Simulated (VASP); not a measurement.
# LiF (Fm-3m) in VASP: further runs

LiF is run at these levels: PBE; tasks: G0W0 quasiparticle levels.

Program: VASP 6.6.1. These are calculated values, not measurements. Logs are shortened: lines on timing, memory, paths and dates and some standing lists are left out, and cuts for length are marked.

### Step 1. The cell of the first run

Symmetry: Fm-3m, No. 225, cubic system. Conventional cell: a = 4.010 Å, b = 4.010 Å, c = 4.010 Å, α = 90.00°, β = 90.00°, γ = 90.00°. Within 2.7 Å of Li (site symmetry m-3m) lie 6 F at 2.00 Å. Within 2.7 Å of F (site symmetry m-3m) lie 6 Li at 2.00 Å.

### Step 2. G0W0 quasiparticle levels, PBE

Input file POSCAR:

```
LiF
1.0
    0.0000000000      2.0050000000      2.0050000000
    2.0050000000      0.0000000000      2.0050000000
    2.0050000000      2.0050000000      0.0000000000
Li F
1 1
Direct
    0.0000000000      0.0000000000      0.0000000000
    0.5000000000      0.5000000000      0.5000000000
```

Input file INCAR.step1:

```
PREC     = Accurate       # precision mode
ENCUT    = 500            # plane-wave cutoff, eV
EDIFF    = 1E-8           # SCF threshold, eV
ISMEAR   = 0              # smearing method
SIGMA    = 0.01           # smearing width, eV
LREAL    = False          # projectors in reciprocal space
LASPH    = True           # aspherical terms in the spheres
NELM     = 80             # most SCF steps
ALGO     = Normal         # electronic algorithm
LWAVE    = True           # write WAVECAR
LCHARG   = False          # write CHGCAR
GGA      = PE             # functional
```

Input file INCAR.step2:

```
PREC     = Accurate       # precision mode
ENCUT    = 500            # plane-wave cutoff, eV
EDIFF    = 1E-8           # SCF threshold, eV
ISMEAR   = 0              # smearing method
SIGMA    = 0.01           # smearing width, eV
LREAL    = False          # projectors in reciprocal space
LASPH    = True           # aspherical terms in the spheres
NELM     = 1              # most SCF steps
ALGO     = Exact          # electronic algorithm
LWAVE    = True           # write WAVECAR
LCHARG   = False          # write CHGCAR
GGA      = PE             # functional
NBANDS   = 80             # bands
LOPTICS  = True           # frequency-dependent dielectric function
ISTART   = 1
```

Input file INCAR.step3:

```
PREC     = Accurate       # precision mode
ENCUT    = 500            # plane-wave cutoff, eV
EDIFF    = 1E-8           # SCF threshold, eV
ISMEAR   = 0              # smearing method
SIGMA    = 0.01           # smearing width, eV
LREAL    = False          # projectors in reciprocal space
LASPH    = True           # aspherical terms in the spheres
ALGO     = EVGW0          # electronic algorithm
LWAVE    = False          # write WAVECAR
LCHARG   = False          # write CHGCAR
GGA      = PE             # functional
NELMGW   = 1            
NBANDS   = 80             # bands
ENCUTGW  = 113.3          # cutoff of the response function
NOMEGA   = 96             # frequency points
PRECFOCK = Fast         
ISTART   = 1            
NBANDSGW = 12           
OMEGAMAX = 30
```

Input file KPOINTS:

```
Automatic mesh
0
Gamma
  2 2 2
```

Potentials or basis: VASP PAW PBE potentials, release 64 (Li_GW, F_GW).

On the command line:

```bash
cat potpaw_PBE.64/Li_GW/POTCAR potpaw_PBE.64/F_GW/POTCAR > POTCAR
cp INCAR.step1 INCAR
mpirun -np 1 vasp_std > vasp.out
cp INCAR.step2 INCAR
mpirun -np 1 vasp_std > vasp.out
cp INCAR.step3 INCAR
mpirun -np 1 vasp_std > vasp.out
```

OUTCAR:

```text
PREC = Accurate
   ENCUT = 500
   EDIFF = 1E-8
   ISMEAR = 0
   LREAL = False
   LASPH = True
   GGA = PE
   NELMGW = 1
   ENCUTGW = 113.3
   PRECFOCK = Fast
   ISTART = 1

 ion  position               nearest neighbor table
   1  0.000  0.000  0.000-   2 2.00   2 2.00   2 2.00   2 2.00   2 2.00   2 2.00
   2  0.500  0.500  0.500-   1 2.00   1 2.00   1 2.00   1 2.00   1 2.00   1 2.00

  LATTYP: Found a face centered cubic cell.
 ALAT       =     4.0100000000

  Lattice vectors:

 A1 = (   0.0000000000,   2.0050000000,   2.0050000000)
 A2 = (   2.0050000000,   0.0000000000,   2.0050000000)
 A3 = (   2.0050000000,   2.0050000000,   0.0000000000)

Analysis of symmetry for initial positions (statically):
=====================================================================
 Subroutine PRICEL returns:
 Original cell was already a primitive cell.

 Routine SETGRP: Setting up the symmetry group for a
 face centered cubic supercell.

 Subroutine GETGRP returns: Found 48 space group operations
 (whereof 48 operations were pure point group operations)
 out of a pool of 48 trial point group operations.

The static configuration has the point symmetry O_h .

Analysis of symmetry for dynamics (positions and initial velocities):
=====================================================================
 Subroutine PRICEL returns:
 Original cell was already a primitive cell.

 Routine SETGRP: Setting up the symmetry group for a
 face centered cubic supercell.

 Subroutine GETGRP returns: Found 48 space group operations
 (whereof 48 operations were pure point group operations)
 out of a pool of 48 trial point group operations.

The dynamic configuration has the point symmetry O_h .

 Subroutine INISYM returns: Found 48 space group operations
 (whereof 48 operations are pure point group operations),
 and found     1 'primitive' translations

----------------------------------------------------------------------------------------
[... 69 lines left out ...]
   ENCUT  =  500.0 eV  36.75 Ry    6.06 a.u.   5.17  5.17  5.17*2*pi/ulx,y,z
   NELM   =     60;   NELMIN=  2; NELMDL=  0     # of ELM steps
   EDIFF  = 0.1E-07   stopping-criterion for ELM
   LREAL  =      F    real-space projection
   EDIFFG = 0.1E-06   stopping-criterion for IOM
   NSW    =      0    number of steps for IOM
   IBRION =     -1    ionic relax: 0-MD 1-quasi-New 2-CG
   NFREE  =      0    steps in history (QN), initial steepest desc. (CG)
   ISIF   =      0    stress and relaxation
   ISYM   =      3    0-nonsym 1-usesym 2-fastsym
   POTIM  = 0.5000    time-step for ionic-motion
   TEBEG  =    0.0;   TEEND  =   0.0 temperature during run
   PSTRESS=    0.0 pullay stress
   NELECT =       8.0000    total number of electrons
   NUPDOWN=      -1.0000    fix difference up-down
   EMIN   =  10.00;   EMAX   =-10.00  energy-range for DOS
   EFERMI =   0.00;   METHOD = LEGACY
   ISMEAR =     0;   SIGMA  =   0.01  broadening in eV -4-tet -1-fermi 0-gaus
   EFERMI_NEDOS =   21; number of points for ismear=-14 and -15
   IALGO  =     38    algorithm
   IMIX   =      4    mixing-type and parameters
     AMIX     =   0.40;   BMIX     =  1.00
     AMIX_MAG =   1.60;   BMIX_MAG =  1.00
  volume/ion in A,a.u.               =       8.06        54.39
  Fermi-wavevector in a.u.,A,eV,Ry     =   1.296126  2.449322 22.856996  1.679942
  Thomas-Fermi vector in A             =   2.427602
   LORBIT       =      0    0 simple, 1 ext, 2 COOP (PROOUT), +10 PAW based schemes
   GGA     = PE    functional components
   LHFCALC =     T    Hartree Fock is set to
   PRECFOCK=fast      Normal, Fast or Accurate (Low or Medium for compatibility)
   ENCUT4O =  -1.0   cutoff for four orbital integrals eV
   NKREDX  =     1    reduce k-point grid by
   NKREDY  =     1    reduce k-point grid by
   NKREDZ  =     1    reduce k-point grid by
   AEXX    =    1.0000 exact exchange contribution
   HFSCREEN=    0.0000 screening length (either q_TF or 0.3 A-1)
   HFSCREENC=   0.0000 screening length for correlation (either q_TF or 0.3 A-1)
   ENCUTFOCK=  -1.0 apply spherical cutoff to Coloumb kernel
   IVDW    =     0    specifies the selected vdW correction
   LEPSILON=     F    determine dielectric tensor
   LRPA    =     F    only Hartree local field effects (RPA)
   LRPAFORCE           =     F    calculate RPA forces
   ENCUTGW             = 113.3    cutoff for response function in eV
   ENCUTGWSOFT         =  90.6    soft cutoff for Coulomb kernel in GW response function in eV
   ENCUTLF             =  -1.0    cutoff for local field effects
   NELMGW              =     1    number of iterations in solving QP/BSE equation
   NELMHF              =     1    number of iterations in the inner HF iteration
   NKREDLFX            =     1    NKREDLFY  =   1   NKREDLFZ  =   1
 non-spin polarized calculation
 Gauss-broadening in eV      SIGMA  =   0.01
  energy-cutoff  :      500.00
  volume of cell :       16.12
 maximum number of plane-waves:       412
 NGX is ok and might be reduce to    24
  NGX = 12; NGY = 12; NGZ = 12
   NGX = 11   NGY = 11   NGZ = 11
 maximum number of plane-waves:        59
 NGX is ok and might be reduce to    10

 QP shifts <psi_nk| G(iteration)W_0 |psi_nk>: iteration 1
 for sc-GW calculations column KS-energies equals QP-energies in previous step
 and V_xc(KS)=  KS-energies - (<T + V_ion + V_H > + <T+V_H+V_ion>^1  + <V_x>^1)

 k-point   1 :       0.0000    0.0000    0.0000
  band No.  KS-energies  QP-energies   sigma(KS)   V_xc(KS)     V^pw_x(r,r')   Z            occupation Imag(sigma)

      1     -22.9381     -28.8139     -28.2028     -22.2686     -36.4706       0.9902       2.0000       1.0725
      2      -2.8649      -5.5276     -26.1530     -22.8671     -31.0979       0.8104       2.0000       0.0785
      3      -2.8649      -5.5276     -26.1530     -22.8671     -31.0979       0.8104       2.0000       0.0785
      4      -2.8649      -5.5276     -26.1530     -22.8671     -31.0979       0.8104       2.0000       0.0785
      5       6.1436       7.5118      -8.7496     -10.3474      -5.0000       0.8563       0.0000      -0.0610
      6      20.9812      23.1326      -5.9095      -8.4103      -1.5423       0.8603       0.0000      -0.1513
      7      20.9812      23.1326      -5.9095      -8.4103      -1.5423       0.8603       0.0000      -0.1513
      8      20.9812      23.1326      -5.9095      -8.4103      -1.5423       0.8603       0.0000      -0.1513
      9      21.3806      22.6933      -6.7455      -8.3219      -2.4620       0.8327       0.0000      -0.1162
     10      21.3806      22.6933      -6.7455      -8.3219      -2.4620       0.8327       0.0000      -0.1162
     11      21.3806      22.6933      -6.7455      -8.3219      -2.4620       0.8327       0.0000      -0.1162
     12      24.6119      25.0933      -5.7804      -6.4354      -0.9908       0.7350       0.0000      -0.3596
[... 20 lines left out ...]
      1     -22.1629     -26.6455     -28.8254     -23.2993     -37.4157       0.8112       2.0000       0.9577
      2      -6.0112      -9.0825     -21.9573     -18.1789     -26.4414       0.8129       2.0000       0.0453
      3      -3.9123      -6.6754     -24.7814     -21.3107     -29.6211       0.7961       2.0000       0.0703
      4      -3.9123      -6.6754     -24.7814     -21.3107     -29.6211       0.7961       2.0000       0.0703
      5      11.9760      14.0914     -11.8333     -14.3692      -8.3124       0.8342       0.0000      -0.0458
      6      13.4763      14.5249      -6.2507      -7.4681      -2.2787       0.8613       0.0000      -0.0732
      7      14.4625      15.9837      -6.9865      -8.8173      -2.9398       0.8309       0.0000      -0.0741
      8      17.3340      19.4900      -8.4625     -11.0368      -4.2636       0.8375       0.0000      -0.1030
      9      17.3340      19.4900      -8.4625     -11.0368      -4.2636       0.8375       0.0000      -0.1030
     10      30.5442      33.1106      -8.8234     -11.5833      -4.0243       0.9299       0.0000      -0.6945
     11      35.3715      37.8438      -7.9203     -10.7675      -3.4207       0.8683       0.0000      -0.4651
     12      37.1321      39.3572      -5.2068      -7.8276      -0.6137       0.8490       0.0000      -0.7262
```

OUTCAR.step1:

```text
PREC = Accurate
   ENCUT = 500
   EDIFF = 1E-8
   ISMEAR = 0
   LREAL = False
[... 231 lines left out ...]
      0.00000      0.00000      0.00000         0.000000      0.000000      0.000000
      2.00500      2.00500      2.00500        -0.000000     -0.000000     -0.000000
 -----------------------------------------------------------------------------------
    total drift:                               -0.000000     -0.000000      0.000000

  FREE ENERGIE OF THE ION-ELECTRON SYSTEM (eV)
  ---------------------------------------------------
  free  energy   TOTEN  =        -9.2728650781 eV

  energy  without entropy=       -9.2728650781  energy(sigma->0) =       -9.27286508
```

OUTCAR.step2:

```text
PREC = Accurate
   ENCUT = 500
   EDIFF = 1E-8
   ISMEAR = 0
   LREAL = False
[... 589 lines left out ...]
     0.00000     2.52019     2.52019     2.52019     0.00000     0.00000    -0.00000
     2.27106     2.57077     2.57077     2.57077     0.00000     0.00000    -0.00000
     4.54212     2.75792     2.75792     2.75792     0.00000     0.00000    -0.00000
     6.81318     3.28494     3.28494     3.28494     0.00000     0.00000    -0.00000
     9.08424     3.65289     3.65289     3.65289     0.00000     0.00000    -0.00000
    11.35530    -5.07591    -5.07591    -5.07591    -0.00000    -0.00000     0.00000
[... 92 lines left out ...]
   222.56380     0.98589     0.98589     0.98589    -0.00000    -0.00000     0.00000
   224.83486     0.98620     0.98620     0.98620    -0.00000    -0.00000     0.00000
```

It took 5.3 s on 1 thread of AMD EPYC 9R45 (Zen 5), shared host; peak memory 0.11 GiB.

What came out:

```
Quasiparticle gap                                   : 13.04 eV
Least direct quasiparticle gap                      : 13.04 eV
Band gap of the starting levels on the mesh         : 9.01 eV
Least direct gap of the starting levels on the mesh : 9.01 eV
```

Caveat: the k points lie up to 1.36 Å⁻¹ apart, too coarse for converged energies, forces and pressures; bands, screening cutoff and mesh are small and nothing is extrapolated, so the quasiparticle values aren't converged.

### Step 3. G0W0 quasiparticle levels, PBE

POSCAR is that of step 2.

Input file INCAR.step1:

```
SYSTEM = LiF
PREC = Accurate
ENCUT = 500
EDIFF = 1E-8
ISMEAR = 0
SIGMA = 0.01
LREAL = .FALSE.
LASPH = .TRUE.
NELM = 100
ALGO = Normal
LWAVE = .TRUE.
LCHARG = .FALSE.
GGA = PE
```

Input file INCAR.step2:

```
SYSTEM = LiF
PREC = Accurate
ENCUT = 500
EDIFF = 1E-8
ISMEAR = 0
SIGMA = 0.01
LREAL = .FALSE.
LASPH = .TRUE.
NELM = 1
ALGO = Exact
LWAVE = .TRUE.
LCHARG = .FALSE.
GGA = PE
NBANDS = 80
LOPTICS = .TRUE.
ISTART = 1
```

Input file INCAR.step3:

```
SYSTEM = LiF
PREC = Accurate
ENCUT = 500
EDIFF = 1E-8
ISMEAR = 0
SIGMA = 0.01
LREAL = .FALSE.
LASPH = .TRUE.
ALGO = EVGW0
LWAVE = .FALSE.
LCHARG = .FALSE.
GGA = PE
NELMGW = 1
NBANDS = 80
ENCUTGW = 113.3
NOMEGA = 96
PRECFOCK = Fast
ISTART = 1
NBANDSGW = 12
OMEGAMAX = 20
```

Input file KPOINTS:

```
Automatic mesh
0
G
  4 4 4
  0 0 0
```

Potentials or basis: VASP PAW PBE potentials, release 64 (Li_GW, F_GW).

On the command line:

```bash
cat potpaw_PBE.64/Li_GW/POTCAR potpaw_PBE.64/F_GW/POTCAR > POTCAR
cp INCAR.step1 INCAR
mpirun -np 1 vasp_std > vasp.out
cp INCAR.step2 INCAR
mpirun -np 1 vasp_std > vasp.out
cp INCAR.step3 INCAR
mpirun -np 1 vasp_std > vasp.out
```

OUTCAR:

```text
SYSTEM = LiF
   PREC = Accurate
   ENCUT = 500
   EDIFF = 1E-8
   ISMEAR = 0
   LREAL = .FALSE.
   LASPH = .TRUE.
   GGA = PE
   NELMGW = 1
   ENCUTGW = 113.3
   PRECFOCK = Fast
   ISTART = 1

 ion  position               nearest neighbor table
   1  0.000  0.000  0.000-   2 2.00   2 2.00   2 2.00   2 2.00   2 2.00   2 2.00
   2  0.500  0.500  0.500-   1 2.00   1 2.00   1 2.00   1 2.00   1 2.00   1 2.00

[... 183 lines left out ...]
      2      -3.1500      -5.8412     -26.1499     -22.9001     -30.7134       0.8281       2.0000       0.0440
      3      -3.1500      -5.8412     -26.1499     -22.9001     -30.7134       0.8281       2.0000       0.0440
      4      -3.1500      -5.8412     -26.1499     -22.9001     -30.7134       0.8281       2.0000       0.0440
      5       6.0191       7.6522      -8.5871     -10.4147      -5.4073       0.8936       0.0000      -0.0347
      6      20.9665      23.4720      -5.5372      -8.4505      -1.5683       0.8600       0.0000      -0.0898
      7      20.9665      23.4720      -5.5372      -8.4505      -1.5683       0.8600       0.0000      -0.0898
      8      20.9665      23.4720      -5.5372      -8.4505      -1.5683       0.8600       0.0000      -0.0898
      9      21.3083      22.9995      -6.4812      -8.4139      -2.6123       0.8751       0.0000      -0.1147
     10      21.3083      22.9995      -6.4812      -8.4139      -2.6123       0.8751       0.0000      -0.1147
     11      21.3083      22.9995      -6.4812      -8.4139      -2.6123       0.8751       0.0000      -0.1147
     12      24.4724      25.2902      -5.6726      -6.6463      -1.0764       0.8399       0.0000      -0.4887
[... 100 lines left out ...]
      1     -22.4759     -26.4959     -28.7902     -23.2789     -37.3820       0.7294       2.0000       0.7489
      2      -5.2794      -8.3358     -23.3325     -19.5740     -27.6847       0.8132       2.0000       0.0513
      3      -5.2794      -8.3358     -23.3325     -19.5740     -27.6847       0.8132       2.0000       0.0513
      4      -3.9713      -6.8381     -25.2071     -21.7163     -29.7303       0.8212       2.0000       0.0457
      5      12.0099      14.2818      -9.7698     -12.4300      -6.5444       0.8540       0.0000      -0.0334
      6      12.0099      14.2818      -9.7698     -12.4300      -6.5444       0.8540       0.0000      -0.0334
      7      14.3968      16.5691      -6.4749      -8.9548      -2.8336       0.8759       0.0000      -0.0413
      8      16.2313      18.4360      -7.6051     -10.1494      -3.9820       0.8665       0.0000      -0.0481
      9      24.4941      26.3167      -6.2239      -8.4091      -2.0033       0.8341       0.0000      -0.2239
     10      24.4941      26.3167      -6.2239      -8.4091      -2.0033       0.8341       0.0000      -0.2239
     11      31.1187      34.1979      -8.0829     -11.1938      -3.6712       0.9898       0.0000      -0.8974
     12      35.2985      38.3520      -8.7878     -12.2391      -4.0692       0.8847       0.0000      -1.1143
```

OUTCAR.step2:

```text
SYSTEM = LiF
   PREC = Accurate
   ENCUT = 500
   EDIFF = 1E-8
[... 690 lines left out ...]
  --------------------------------------------------------------------------------------------------------------
     0.00000     2.07259     2.07259     2.07259    -0.00000    -0.00000     0.00000
     2.27305     2.09787     2.09787     2.09787    -0.00000    -0.00000     0.00000
     4.54610     2.18678     2.18678     2.18678    -0.00000    -0.00000     0.00000
     6.81916     2.40283     2.40283     2.40283    -0.00000    -0.00000     0.00000
     9.09221     2.91299     2.91299     2.91299    -0.00000    -0.00000     0.00000
    11.36526     0.89095     0.89095     0.89095    -0.00000    -0.00000     0.00000
[... 92 lines left out ...]
   222.75908     0.98685     0.98685     0.98685    -0.00000    -0.00000    -0.00000
   225.03213     0.98714     0.98714     0.98714    -0.00000    -0.00000    -0.00000
```

Run time: 27 s. Hardware: 1 thread of Intel Xeon Platinum 8488C (Sapphire Rapids), shared host; peak memory 0.17 GiB.

Results:

| Quantity | Value |
| --- | --- |
| Quasiparticle gap | 13.49 eV |
| Least direct quasiparticle gap | 13.49 eV |
| Band gap of the starting levels on the mesh | 9.17 eV |
| Least direct gap of the starting levels on the mesh | 9.17 eV |

Caveat: the k points lie up to 0.68 Å⁻¹ apart; bands, screening cutoff and mesh are small and nothing is extrapolated, so the quasiparticle values aren't converged.
